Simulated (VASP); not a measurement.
# InP (Fm-3m) in VASP: notebook, part 2 of 2

VASP 6.6.1. Earlier steps stand in the parts before.

### 3 Single point, PBE

File INCAR:

```
ALGO     = Normal         # electronic algorithm
EDIFF    = 1E-7           # SCF threshold, eV
ENCUT    = 520            # plane-wave cutoff, eV
GGA      = PE             # functional
ISIF     = 2              # what is computed and relaxed
ISMEAR   = -1             # smearing method
LASPH    = T              # aspherical terms in the spheres
LCHARG   = F              # write CHGCAR
LREAL    = F              # projectors in reciprocal space
LWAVE    = F              # write WAVECAR
NBANDS   = 16             # bands
NELM     = 100            # most SCF steps
PREC     = Accurate       # precision mode
SIGMA    = 0.15           # smearing width, eV
```

File KPOINTS:

```
k-points
0
Gamma
  14 14 14
```

File POSCAR:

```
InP
1.0
    0.0000000000      2.7719816234      2.7719816234
    2.7719816234      0.0000000000      2.7719816234
    2.7719816234      2.7719816234      0.0000000000
In P
1 1
Direct
    0.0000000000      0.0000000000      0.0000000000
    0.5000000000      0.5000000000      0.5000000000
```

Potentials or basis: VASP PAW PBE potentials, release 64 (In_d, P).

Run with:

```
$ cat potpaw_PBE.64/In_d/POTCAR potpaw_PBE.64/P/POTCAR > POTCAR
$ mpirun -np 1 vasp_std > vasp.out
```

OUTCAR:

```text
EDIFF = 1E-7
   ENCUT = 520
   GGA = PE
   ISIF = 2
   ISMEAR = -1
   LASPH = T
   LREAL = F
   NELM = 100
   PREC = Accurate

 ion  position               nearest neighbor table
   1  0.000  0.000  0.000-   2 2.77   2 2.77   2 2.77   2 2.77   2 2.77   2 2.77
   2  0.500  0.500  0.500-   1 2.77   1 2.77   1 2.77   1 2.77   1 2.77   1 2.77

  LATTYP: Found a face centered cubic cell.
 ALAT       =     5.5439632468

  Lattice vectors:

 A1 = (   0.0000000000,   2.7719816234,   2.7719816234)
 A2 = (   2.7719816234,   0.0000000000,   2.7719816234)
 A3 = (   2.7719816234,   2.7719816234,   0.0000000000)

Analysis of symmetry for initial positions (statically):
=====================================================================
 Subroutine PRICEL returns:
 Original cell was already a primitive cell.

 Routine SETGRP: Setting up the symmetry group for a
 face centered cubic supercell.

 Subroutine GETGRP returns: Found 48 space group operations
[... 9 lines left out ...]

[... 151 lines left out ...]
  free energy    TOTEN  =        -7.95436302 eV

  energy without entropy =       -7.88348210  energy(sigma->0) =       -7.91892256

 E-fermi :   7.0254     XC(G=0): -10.3804

 val. band max:        7.0206335308   @ k =  -0.1429   0.0714   0.0000
 cond. band min:       7.0820531732   @ k =  -0.4286   0.0714   0.0000
 fundamental gap:      0.0614196424
 Fermi energy:         7.0253524554

 k-point     1 :       0.0000    0.0000    0.0000
  band No.  band energies     occupation
      1      -7.2093      2.00000
      2      -7.2093      2.00000
      3      -7.1897      2.00000
      4      -7.1897      2.00000
      5      -7.1897      2.00000
      6      -4.9909      2.00000
[... 433 lines left out ...]
      3      -7.2020      2.00000
      4      -7.1508      2.00000
      5      -7.1374      2.00000
      6      -4.0571      2.00000
[... 8 lines left out ...]
     15      17.0982      0.00000
     16      17.2554      0.00000

 [... further k-points ...]

------------------------ aborting loop because EDIFF is reached ----------------------------------------

  FORCE on cell =-STRESS in cart. coord.  units (eV):
  Direction    XX          YY          ZZ          XY          YZ          ZX
  --------------------------------------------------------------------------------------
  -------------------------------------------------------------------------------------
  Total       -0.0077426     -0.0077426     -0.0077426     -0.0000000      0.0000000      0.0000000
  in kB       -0.2912046     -0.2912046     -0.2912046     -0.0000000      0.0000000      0.0000000
  external PRESSURE =      -0.2912046 kB  Pullay stress =       0.0000000 kB

 VOLUME and BASIS-vectors are now :
 -----------------------------------------------------------------------------
  energy-cutoff  :      520.00
  volume of cell :       42.60
      direct lattice vectors                 reciprocal lattice vectors
     0.000000000  2.771981623  2.771981623    -0.180376376  0.180376376  0.180376376
     2.771981623  0.000000000  2.771981623     0.180376376 -0.180376376  0.180376376
     2.771981623  2.771981623  0.000000000     0.180376376  0.180376376 -0.180376376

 POSITION                                       TOTAL-FORCE (eV/Angst)
 -----------------------------------------------------------------------------------
      0.00000      0.00000      0.00000         0.000000      0.000000      0.000000
      2.77198      2.77198      2.77198        -0.000000     -0.000000     -0.000000
 -----------------------------------------------------------------------------------
    total drift:                               -0.000000      0.000000      0.000000

  FREE ENERGIE OF THE ION-ELECTRON SYSTEM (eV)
  ---------------------------------------------------
  free  energy   TOTEN  =        -7.9543630239 eV

  energy  without entropy=       -7.8834820998  energy(sigma->0) =       -7.91892256
```

Run time: 1.9 min. Hardware: 1 thread of Intel Xeon Platinum 8175M at 2.50GHz (Skylake/Cascade Lake), shared host; peak memory 0.21 GiB.

What came out:

| Quantity | Value |
| --- | --- |
| Free energy | -7.9544 eV |
| Pressure | 0.0 GPa |
| Band gap on the k mesh | zero (band 9 reaches 7.30 eV, above the bottom of band 10 at 4.67 eV) |

Levels at points of the mesh, in eV from the Fermi level:
```
           k point  band 5  band 6  band 7  band 8  band 9  band 10  band 11  band 12  band 13  band 14
(0.00, 0.00, 0.00)  -14.22  -12.02   -0.31   -0.31   -0.31     0.47     7.07     7.07     7.07     8.43
(0.50, 0.00, 0.00)  -14.13   -9.96   -6.64    0.11    0.11     2.46     3.38     3.38     5.14    11.06
(0.50, 0.50, 0.00)  -14.10   -8.86   -4.95   -2.53   -2.35    -2.35     3.82     9.81     9.81    10.10
```

Caveat: spin-orbit coupling is left out, which moves the levels of the heavy elements.

### 4 Single point, PBE

This run uses another cell than the first one, of 19.32 Å³/atom, 0.909 times its volume.

File INCAR:

```
PREC     = Accurate       # precision mode
ENCUT    = 520            # plane-wave cutoff, eV
EDIFF    = 1E-7           # SCF threshold, eV
ISMEAR   = -1             # smearing method
SIGMA    = 0.15           # smearing width, eV
LREAL    = False          # projectors in reciprocal space
LASPH    = True           # aspherical terms in the spheres
NELM     = 60             # most SCF steps
ALGO     = Normal         # electronic algorithm
ISIF     = 2              # what is computed and relaxed
LWAVE    = False          # write WAVECAR
LCHARG   = False          # write CHGCAR
GGA      = PE             # functional
NBANDS   = 16             # bands
```

File KPOINTS:

```
regular mesh
0
Gamma
  14 14 14
```

File POSCAR:

```
InP
1.0
    0.0000000000      2.6833891660      2.6833891660
    2.6833891660      0.0000000000      2.6833891660
    2.6833891660      2.6833891660      0.0000000000
In P
1 1
Direct
    0.0000000000      0.0000000000      0.0000000000
    0.5000000000      0.5000000000      0.5000000000
```

Run with:

```
$ cat potpaw_PBE.64/In_d/POTCAR potpaw_PBE.64/P/POTCAR > POTCAR
$ mpirun -np 1 vasp_std > vasp.out
```

Wall time 26 s (1 thread of Intel Xeon 6975P-C (Granite Rapids), shared host); peak memory 0.2 GiB.

The run converged. Its results:

```
Free energy            : -7.8528 eV
Pressure               : 9.0 GPa
Band gap on the k mesh : zero (band 9 reaches 8.58 eV, above the bottom of band 10 at 5.86 eV)
```

Levels at points of the mesh, in eV from the Fermi level:
| k point | band 7 | band 8 | band 9 | band 10 | band 11 | band 12 |
| --- | --- | --- | --- | --- | --- | --- |
| (0.00, 0.00, 0.00) | -0.39 | -0.39 | -0.39 | 1.30 | 7.08 | 7.08 |
| (0.50, 0.00, 0.00) | -7.19 | 0.14 | 0.14 | 2.51 | 3.35 | 3.35 |
| (0.50, 0.50, 0.00) | -5.59 | -2.69 | -2.69 | -2.42 | 3.61 | 10.67 |

Caveat: spin-orbit coupling is left out, which moves the levels of the heavy elements.

### 5 Summary

```csv
cell,smearing,gap on the mesh (eV),pressure (GPa)
"a = 3.918 Å, angles 60.0°, 2 atoms",gaussian 0.1 eV,none,0.0
"a = 3.920 Å, angles 60.0°, 2 atoms",fermi-dirac 0.15 eV,none,0.0
"a = 3.795 Å, angles 60.0°, 2 atoms",fermi-dirac 0.15 eV,none,9.0
```

Alike in all rows: task single point; level PBE; potentials or basis VASP PAW PBE potentials, release 64 (In_d, P); no spin polarisation; k mesh 14 × 14 × 14; cutoff (eV) 520.

Caveats: spin-orbit coupling is left out, which moves the levels of the heavy elements.

Absolute energies hang on the potentials; compare differences alone.
